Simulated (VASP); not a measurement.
# Si6P (Pm-3m) in VASP: further runs

Runs on Si6P. Level: PBE. Tasks: relaxation of cell and atoms, single point.

Everything below comes from runs of VASP 6.6.1. Logs are shortened: lines on timing, memory, paths and dates and some standing lists are left out, and cuts for length are marked.

### Step 1. The cell of the first run

The structure is cubic, space group Pm-3m (No. 221). Conventional cell: a = 5.745 Å, b = 5.745 Å, c = 5.745 Å, α = 90.00°, β = 90.00°, γ = 90.00°. Si (site symmetry 4mm) has 5 Si at 2.32 to 2.42 Å within 3.1 Å. P (site symmetry m-3m) has 24 Si at 4.22 Å within 5.5 Å.

### Step 2. Relaxation of cell and atoms, PBE

INCAR

```
SYSTEM = Si6P
  PREC = Accurate
  ENCUT = 600
  EDIFF = 1E-6
  ISMEAR = 0
  SIGMA = 0.1
  LREAL = .False.
  LASPH = .True.
  NELM = 100
  ALGO = Normal
  ISIF = 3
  LWAVE = .False.
  LCHARG = .False.
  GGA = PE
  IBRION = 2
  NSW = 100
  EDIFFG = -0.01
```

KPOINTS

```
Automatic mesh
0
Gamma
  8 8 8
  0 0 0
```

POSCAR

```
Si6P
1.0
    5.7452913696      0.0000000000      0.0000000000
    0.0000000000      5.7452913696      0.0000000000
    0.0000000000      0.0000000000      5.7452913696
Si P
6 1
Direct
    0.2017577230      0.5000000000      0.5000000000
    0.5000000000      0.5000000000      0.7982422770
    0.5000000000      0.5000000000      0.2017577230
    0.5000000000      0.2017577230      0.5000000000
    0.5000000000      0.7982422770      0.5000000000
    0.7982422770      0.5000000000      0.5000000000
    0.0000000000      0.0000000000      0.0000000000
```

Potentials or basis: VASP PAW PBE potentials, release 64 (Si, P).

Command:

```console
> cat potpaw_PBE.64/Si/POTCAR potpaw_PBE.64/P/POTCAR > POTCAR
> mpirun -np 1 vasp_std > vasp.out
```

OUTCAR:

```text
SYSTEM = Si6P
   PREC = Accurate
   ENCUT = 600
   EDIFF = 1E-6
   ISMEAR = 0
   LREAL = .False.
   LASPH = .True.
   NELM = 100
   ISIF = 3
   GGA = PE
   IBRION = 2
   NSW = 100
   EDIFFG = -0.01

 ion  position               nearest neighbor table
   1  0.202  0.500  0.500-   6 2.32   3 2.42   4 2.42   5 2.42   2 2.42
   2  0.500  0.500  0.798-   3 2.32   1 2.42   4 2.42   5 2.42   6 2.42
   3  0.500  0.500  0.202-   2 2.32   1 2.42   4 2.42   5 2.42   6 2.42
   4  0.500  0.202  0.500-   5 2.32   2 2.42   3 2.42   1 2.42   6 2.42
   5  0.500  0.798  0.500-   4 2.32   2 2.42   3 2.42   1 2.42   6 2.42
   6  0.798  0.500  0.500-   1 2.32   2 2.42   3 2.42   4 2.42   5 2.42
   7  0.000  0.000  0.000-

  LATTYP: Found a simple cubic cell.
 ALAT       =     5.7452913696

  Lattice vectors:

 A1 = (   5.7452913696,   0.0000000000,   0.0000000000)
 A2 = (   0.0000000000,   5.7452913696,   0.0000000000)
 A3 = (   0.0000000000,   0.0000000000,   5.7452913696)

Analysis of symmetry for initial positions (statically):
=====================================================================
 Subroutine PRICEL returns:
 Original cell was already a primitive cell.

 Routine SETGRP: Setting up the symmetry group for a
 simple cubic supercell.

 Subroutine GETGRP returns: Found 48 space group operations
 (whereof 48 operations were pure point group operations)
 out of a pool of 48 trial point group operations.

The static configuration has the point symmetry O_h .

Analysis of symmetry for dynamics (positions and initial velocities):
=====================================================================
 Subroutine PRICEL returns:
 Original cell was already a primitive cell.

 Routine SETGRP: Setting up the symmetry group for a
 simple cubic supercell.

 Subroutine GETGRP returns: Found 48 space group operations
 (whereof 48 operations were pure point group operations)
 out of a pool of 48 trial point group operations.

The dynamic configuration has the point symmetry O_h .

 Subroutine INISYM returns: Found 48 space group operations
 (whereof 48 operations are pure point group operations),
 and found     1 'primitive' translations

----------------------------------------------------------------------------------------

                                     Primitive cell

  volume of cell :     189.6427

  direct lattice vectors                    reciprocal lattice vectors
     5.745291370  0.000000000  0.000000000     0.174055576  0.000000000  0.000000000
     0.000000000  5.745291370  0.000000000     0.000000000  0.174055576  0.000000000
[... 103 lines left out ...]
   POTIM  = 0.5000    time-step for ionic-motion
   TEBEG  =    0.0;   TEEND  =   0.0 temperature during run
   PSTRESS=    0.0 pullay stress
   NELECT =      29.0000    total number of electrons
   NUPDOWN=      -1.0000    fix difference up-down
   EMIN   =  10.00;   EMAX   =-10.00  energy-range for DOS
   EFERMI =   0.00;   METHOD = LEGACY
   ISMEAR =     0;   SIGMA  =   0.10  broadening in eV -4-tet -1-fermi 0-gaus
   EFERMI_NEDOS =   21; number of points for ismear=-14 and -15
   IALGO  =     38    algorithm
   IMIX   =      4    mixing-type and parameters
     AMIX     =   0.40;   BMIX     =  1.00
     AMIX_MAG =   1.60;   BMIX_MAG =  1.00
  volume/ion in A,a.u.               =      27.09       182.82
  Fermi-wavevector in a.u.,A,eV,Ry     =   0.875445  1.654351 10.427554  0.766404
  Thomas-Fermi vector in A             =   1.995117
   LORBIT       =      0    0 simple, 1 ext, 2 COOP (PROOUT), +10 PAW based schemes
   GGA     = PE    functional components
   LHFCALC =     F    Hartree Fock is set to
   AEXX    =    0.0000 exact exchange contribution
   IVDW    =     0    specifies the selected vdW correction
   LEPSILON=     F    determine dielectric tensor
   LRPA    =     F    only Hartree local field effects (RPA)
 conjugate gradient relaxation of ions
 non-spin polarized calculation
 Gauss-broadening in eV      SIGMA  =   0.10
  energy-cutoff  :      600.00
  volume of cell :      189.64
 maximum number of plane-waves:      6382
 NGX is ok and might be reduce to    48
   NGX = 23   NGY = 23   NGZ = 23

--------------------------------------- Ionic step        1  -------------------------------------------

 number of electron      29.0000000 magnetization

 Free energy of the ion-electron system (eV)
  ---------------------------------------------------
  ext. energy  EPLUGINS =         0.00000000
  ---------------------------------------------------
  free energy    TOTEN  =       -29.06877896 eV

  energy without entropy =      -29.00862452  energy(sigma->0) =      -29.03870174

------------------------ aborting loop because EDIFF is reached ----------------------------------------

  FORCE on cell =-STRESS in cart. coord.  units (eV):
  Direction    XX          YY          ZZ          XY          YZ          ZX
  --------------------------------------------------------------------------------------
  -------------------------------------------------------------------------------------
  Total        2.1607646      2.1607646      2.1607646      0.0000000      0.0000000      0.0000000
  in kB       18.2550011     18.2550011     18.2550011      0.0000000      0.0000000      0.0000000
  external PRESSURE =      18.2550011 kB  Pullay stress =       0.0000000 kB
[... 192 lines left out ...]
--------------------------------------- Ionic step        6  -------------------------------------------

 number of electron      28.9999998 magnetization

 Free energy of the ion-electron system (eV)
  ---------------------------------------------------
  ext. energy  EPLUGINS =         0.00000000
  ---------------------------------------------------
  free energy    TOTEN  =       -29.16443751 eV

  energy without entropy =      -29.10785610  energy(sigma->0) =      -29.13614681

 E-fermi :   2.7770     XC(G=0):  -7.8802

 val. band max:        2.7762430039   @ k =   0.5000   0.2500   0.0000
 cond. band min:       2.7770340133   @ k =   0.1250   0.1250   0.1250
 fundamental gap:      0.0007910094
 Fermi energy:         2.7769846694

 k-point     1 :       0.0000    0.0000    0.0000
  band No.  band energies     occupation
      1     -10.3697      2.00000
      2      -5.5223      2.00000
      3      -5.1191      2.00000
      4      -5.1191      2.00000
      5      -5.1191      2.00000
      6      -4.5867      2.00000
[... 481 lines left out ...]
      5      -5.4744      2.00000
      6      -3.5054      2.00000
[... 10 lines left out ...]
     17       3.7356      0.00000
     18       3.8936      0.00000

 [... further k-points ...]
[... 5 lines left out ...]
  --------------------------------------------------------------------------------------
  -------------------------------------------------------------------------------------
  Total       -0.0297416     -0.0297416     -0.0297416     -0.0000000      0.0000000     -0.0000000
  in kB       -0.2360338     -0.2360338     -0.2360338     -0.0000000      0.0000000     -0.0000000
  external PRESSURE =      -0.2360338 kB  Pullay stress =       0.0000000 kB
[... 22 lines left out ...]
  FREE ENERGIE OF THE ION-ELECTRON SYSTEM (eV)
  ---------------------------------------------------
  free  energy   TOTEN  =       -29.1644375148 eV

  energy  without entropy=      -29.1078560993  energy(sigma->0) =      -29.13614681

 reached required accuracy - stopping structural energy minimisation
```

OSZICAR:

```text
N       E                     dE             d eps       ncg     rms          rms(c)
DAV:   1     0.103357568218E+03    0.10336E+03   -0.11408E+04  1260   0.139E+03
DAV:   2    -0.226647325445E+02   -0.12602E+03   -0.12428E+03  1664   0.196E+02
DAV:   3    -0.297886816513E+02   -0.71239E+01   -0.68213E+01  1614   0.445E+01
[... 56 lines left out ...]
DAV:   3    -0.291644994825E+02    0.17189E-03   -0.14407E-03  1626   0.107E-01    0.520E-02
DAV:   4    -0.291644417244E+02    0.57758E-04   -0.29910E-04  1344   0.799E-02    0.126E-02
DAV:   5    -0.291644402245E+02    0.14998E-05   -0.29351E-05  1494   0.310E-02    0.105E-02
DAV:   6    -0.291644380706E+02    0.21539E-05   -0.28563E-06   948   0.900E-03    0.321E-03
DAV:   7    -0.291644375148E+02    0.55587E-06   -0.16735E-06   680   0.687E-03
   6 F= -.29164438E+02 E0= -.29136147E+02  d E =-.357515E-02
```

Wall time 4 min (1 thread of Intel Xeon 6975P-C (Granite Rapids), shared host); peak memory 0.4 GiB.

What came out:

```yaml
Free_energy: -29.1644 eV
Relaxed_volume: 28.84 Å³/atom
Relaxed_cell: a = 5.866 Å, b = 5.866 Å, c = 5.866 Å, α = 90.00°, β = 90.00°, γ = 90.00°
Space_group_after_relaxing_to_0.05_Å: Pm-3m (No. 221)
Energy_gained_by_relaxing: 13.7 meV/atom
Ionic_steps: 6
Pressure_after_relaxing: 0.0 GPa
```

Step by step:
| step | energy change (eV) | largest force (eV/Å) | pressure (GPa) | volume (Å³) |
| --- | --- | --- | --- | --- |
| 1 | 0.0000 | 0.3086 | 1.83 | 189.64 |
| 2 | -0.0826 | 0.2328 | 0.36 | 198.24 |
| 3 | -0.0921 | 0.1683 | -0.31 | 202.55 |
| 4 | -0.0921 | 0.1730 | -0.27 | 202.29 |
| 5 | -0.0938 | 0.1337 | 0.16 | 201.59 |
| 6 | -0.0957 | 0.0018 | -0.02 | 201.88 |

Final structure:
```
CELL_PARAMETERS angstrom
5.86634 0.00000 0.00000
0.00000 5.86634 0.00000
0.00000 0.00000 5.86634
ATOMIC_POSITIONS crystal
Si 0.20657 0.50000 0.50000
Si 0.50000 0.50000 0.79343
Si 0.50000 0.50000 0.20657
Si 0.50000 0.20657 0.50000
Si 0.50000 0.79343 0.50000
Si 0.79343 0.50000 0.50000
P 0.00000 0.00000 0.00000
```

Levels at points of the mesh, in eV from the Fermi level:
```tsv
k point	band 12	band 13	band 14	band 15	band 16	band 17
(0.00, 0.00, 0.00)	-0.37	-0.37	-0.37	0.05	0.05	0.05
(0.50, 0.00, 0.00)	-1.47	-0.33	-0.04	0.16	0.16	0.47
(0.50, 0.50, 0.00)	-1.83	-0.99	-0.74	-0.74	-0.15	1.11
(0.50, 0.50, 0.50)	-1.78	-1.78	-0.58	0.20	0.20	0.20
```

### Step 3. Single point, PBE

INCAR

```
PREC = Accurate
ENCUT = 520
EDIFF = 1E-6
ISMEAR = 0
SIGMA = 0.1
LREAL = False
LASPH = True
NELM = 100
ALGO = Normal
ISIF = 2
LWAVE = False
LCHARG = True
GGA = PE
LELF = True
LVHAR = True
NBANDS = 24
```

KPOINTS

```
Automatic mesh
0
Gamma
  4 4 4
```

POSCAR is that of step 2.

Potentials or basis: VASP PAW PBE potentials, release 64 (Si, P).

Command:

```console
> cat potpaw_PBE.64/Si/POTCAR potpaw_PBE.64/P/POTCAR > POTCAR
> mpirun -np 1 vasp_std > vasp.out
```

It took 31 s on 1 thread of Intel Xeon 6975P-C (Granite Rapids), shared host; peak memory 0.32 GiB.

The run converged. Its results:

* Free energy: -29.2200 eV
* Pressure: 0.0 GPa
* Largest force: 0.005 eV/Å

Forces in eV/Å, atoms in the order of the input:
```
Si   0.005  0.000  0.000
Si   0.000  0.000 -0.005
Si   0.000  0.000  0.005
Si   0.000  0.005  0.000
Si   0.000 -0.005  0.000
Si  -0.005  0.000  0.000
P    0.000  0.000  0.000
```

Levels at points of the mesh, in eV from the Fermi level:
```csv
k point,band 12,band 13,band 14,band 15,band 16,band 17
"(0.00, 0.00, 0.00)",-0.51,-0.51,-0.51,-0.30,-0.30,-0.30
"(0.50, 0.00, 0.00)",-1.44,-0.71,-0.10,0.15,0.15,0.15
"(0.50, 0.50, 0.00)",-1.73,-0.97,-0.97,-0.96,-0.22,1.00
"(0.50, 0.50, 0.50)",-1.66,-1.66,-0.59,0.21,0.21,0.21
```

### Step 4. Relaxation of cell and atoms, PBE

This run uses another cell than the first one, of 14.85 Å³/atom, 0.548 times its volume.

INCAR

```
ALGO = Normal ; EDIFF = 1E-6
EDIFFG = -0.04 ; ENCUT = 600
GGA = PE ; IBRION = 2
ISIF = 3 ; ISMEAR = 0
LASPH = T ; LCHARG = F
LREAL = F ; LWAVE = F
NELM = 100 ; NSW = 90
PREC = Accurate ; SIGMA = 0.1
```

KPOINTS

```
k-points
0
Gamma
  4 4 4
```

POSCAR

```
Si6P
1.0
    4.7013989700      0.0000000000      0.0000000000
    0.0000000000      4.7013989700      0.0000000000
    0.0000000000      0.0000000000      4.7013989700
Si P
6 1
Direct
    0.1989492800      0.5000000000      0.5000000000
    0.5000000000      0.5000000000      0.8010507200
    0.5000000000      0.5000000000      0.1989492800
    0.5000000000      0.1989492800      0.5000000000
    0.5000000000      0.8010507200      0.5000000000
    0.8010507200      0.5000000000      0.5000000000
    0.0000000000      0.0000000000      0.0000000000
```

Command:

```console
> cat potpaw_PBE.64/Si/POTCAR potpaw_PBE.64/P/POTCAR > POTCAR
> mpirun -np 1 vasp_std > vasp.out
```

Run time: 3.3 min. Hardware: 1 thread of Intel Xeon 6975P-C (Granite Rapids), shared host; peak memory 0.24 GiB.

Results (log left out):

| Property | Result |
| --- | --- |
| Free energy | -29.2121 eV |
| Relaxed volume | 27.08 Å³/atom |
| Relaxed cell | a = 5.744 Å, b = 5.744 Å, c = 5.744 Å, α = 90.00°, β = 90.00°, γ = 90.00° |
| Space group after relaxing (to 0.05 Å) | Pm-3m (No. 221) |
| Energy gained by relaxing | 2127.1 meV/atom |
| Ionic steps | 15 |
| Pressure after relaxing | 0.0 GPa |
| Largest force after relaxing | 0.015 eV/Å |

Forces on the atoms (eV/Å):
```
Si  -0.015  0.000  0.000
Si   0.000  0.000  0.015
Si   0.000  0.000 -0.015
Si   0.000 -0.015  0.000
Si   0.000  0.015  0.000
Si   0.015  0.000  0.000
P    0.000  0.000  0.000
```

The path:
```tsv
step	energy change (eV)	largest force (eV/Å)	pressure (GPa)	volume (Å³)
1	0.0000	4.9637	96.30	103.92
2	-5.9983	6.1051	0.41	304.15
3	-6.6580	6.5751	0.67	282.37
4	-7.2906	7.0144	1.03	262.96
5	-10.0138	9.6054	9.51	171.32
6	-13.4164	0.0522	-2.27	288.66
7	-14.3948	0.4080	-3.77	222.21
8	-14.4611	0.5715	-3.87	217.90
9	-14.3520	2.4098	-1.34	195.16
10	-14.5471	0.9428	-3.70	210.52
11	-14.5535	1.3120	-3.21	205.34
12	-14.5573	1.2115	-3.38	206.75
13	-14.8846	0.1312	0.49	187.29
14	-14.8853	0.1882	0.28	188.04
15	-14.8898	0.0151	0.02	189.55
```

Final structure:
```yaml
crystal:
  lattice:
    - [5.74434, 0.00000, 0.00000]
    - [0.00000, 5.74434, 0.00000]
    - [0.00000, 0.00000, 5.74434]
  atoms:
    - { symbol: Si, position: [0.20185, 0.50000, 0.50000] }
    - { symbol: Si, position: [0.50000, 0.50000, 0.79815] }
    - { symbol: Si, position: [0.50000, 0.50000, 0.20185] }
    - { symbol: Si, position: [0.50000, 0.20185, 0.50000] }
    - { symbol: Si, position: [0.50000, 0.79815, 0.50000] }
    - { symbol: Si, position: [0.79815, 0.50000, 0.50000] }
    - { symbol: P, position: [0.00000, 0.00000, 0.00000] }
```

Levels at points of the mesh, in eV from the Fermi level:
| k point | band 12 | band 13 | band 14 | band 15 | band 16 | band 17 |
| --- | --- | --- | --- | --- | --- | --- |
| (0.00, 0.00, 0.00) | -0.51 | -0.51 | -0.51 | -0.30 | -0.30 | -0.30 |
| (0.50, 0.00, 0.00) | -1.44 | -0.71 | -0.10 | 0.15 | 0.15 | 0.16 |
| (0.50, 0.50, 0.00) | -1.73 | -0.97 | -0.97 | -0.97 | -0.22 | 1.00 |
| (0.50, 0.50, 0.50) | -1.66 | -1.66 | -0.59 | 0.21 | 0.21 | 0.21 |

Caveat: the volume moved by over 15 % at a fixed basis, so the end points are rough.

### Step 5. The runs side by side

| task | cell | k mesh | cutoff (eV) | gap on the mesh (eV) | pressure (GPa) | relaxed volume (Å³/atom) | largest force (eV/Å) |
| --- | --- | --- | --- | --- | --- | --- | --- |
| relaxation of cell and atoms | relaxed from a = 5.745 Å, 7 atoms | 8 × 8 × 8 | 600 | none | 0.0 | 28.84 | - |
| single point | a = 5.745 Å, 7 atoms | 4 × 4 × 4 | 520 | none | 0.0 | - | 0.01 |
| relaxation of cell and atoms | relaxed from a = 4.701 Å, 7 atoms | 4 × 4 × 4 | 600 | none | 0.0 | 27.08 | 0.02 |

Alike in all rows: level PBE; potentials or basis VASP PAW PBE potentials, release 64 (Si, P); no spin polarisation; smearing gaussian 0.1 eV.

Caveats: the volume moved by over 15 % at a fixed basis, so the end points are rough (some runs).

Absolute energies hang on the potentials; compare differences alone.
